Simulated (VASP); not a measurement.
A run of VASP 6.6.1 is set up as follows.

The input INCAR:

```
SYSTEM = BN
ALGO = Normal ; EDIFF = 1E-6
ENCUT = 520 ; GGA = PE
ISIF = 2 ; ISMEAR = 0
LASPH = .TRUE. ; LCHARG = .FALSE.
LREAL = .FALSE. ; LWAVE = .FALSE.
NBANDS = 11 ; NELM = 80
PREC = Accurate ; SIGMA = 0.02
```

Contents of KPOINTS:

```
k-points
0
G
  12 12 12
  0 0 0
```

Contents of POSCAR:

```
BN
1.0
    0.0000000000      1.8123237860      1.8123237860
    1.8123237860      0.0000000000      1.8123237860
    1.8123237860      1.8123237860      0.0000000000
B N
1 1
Direct
    0.0000000000      0.0000000000      0.0000000000
    0.2500000000      0.2500000000      0.2500000000
```

Potentials or basis: VASP PAW PBE potentials, release 64 (B, N).

Command:

```bash
$ cat potpaw_PBE.64/B/POTCAR potpaw_PBE.64/N/POTCAR > POTCAR
$ mpirun -np 1 vasp_std > vasp.out
```

Problem. What does it give for the pressure?

Solution. 0.3 GPa.

Problem. What does it give for the band gap on the k mesh?

Solution. 4.45 eV, indirect (least direct gap 8.78 eV).

A k mesh can miss the band edges. Expect the measured gap to be larger: semilocal functionals such as PBE lack the derivative discontinuity.
